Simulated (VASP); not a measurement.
CdS (wurtzite type):

```
Cd S
1.0
     4.12427    0.00000    0.00000
    -2.06214    3.57173    0.00000
     0.00000    0.00000    6.72257
Cd S
2 2
Direct
  0.33333 0.66667 0.00000
  0.66667 0.33333 0.50000
  0.33333 0.66667 0.37600
  0.66667 0.33333 0.87600
```

| Property | Result |
| --- | --- |
| Program | VASP 6.6.1 |
| Task | relaxation of cell and atoms |
| Functional | PBE |
| Potentials or basis | VASP PAW PBE potentials, release 64 (Cd, S) |
| Cutoff | 600 eV |
| k mesh | 11 × 11 × 6 |
| Occupations | fermi-dirac, width 0.05 eV |
| Spin | no spin polarisation |

At the start: pressure 3.3 GPa; volume 24.76 Å³/atom.

Task: Where does the relaxation end?

Result: Over 12 steps the energy falls by 13.9 meV/atom and the volume is 26.15 Å³/atom (+5.6 %); space group P6_3mc (No. 186, to 0.05 Å).

Step by step:
```
step  energy change (eV)  largest force (eV/Å)  pressure (GPa)  volume (Å³)
   1              0.0000                0.0014            3.34        99.03
   2             -0.0499                0.0077           -0.94       106.61
   3             -0.0557                0.0066           -0.02       104.65
   4             -0.0557                0.0066            0.01       104.53
   5             -0.0557                0.0052            0.06       104.53
   6             -0.0557                0.0008            0.07       104.53
   7             -0.0557                0.0078            0.07       104.54
   8             -0.0557                0.0022            0.06       104.53
   9             -0.0557                0.0029            0.06       104.54
  10             -0.0558                0.0034            0.04       104.57
  11             -0.0558                0.0052            0.01       104.63
  12             -0.0558                0.0043            0.02       104.62
```

Final structure:
```
Cd S
1.0
     4.20299    0.00000    0.00000
    -2.10149    3.63989    0.00000
     0.00000    0.00000    6.83842
Cd S
2 2
Direct
  0.33333 0.66667 0.99961
  0.66667 0.33333 0.49961
  0.33333 0.66667 0.37639
  0.66667 0.33333 0.87639
```
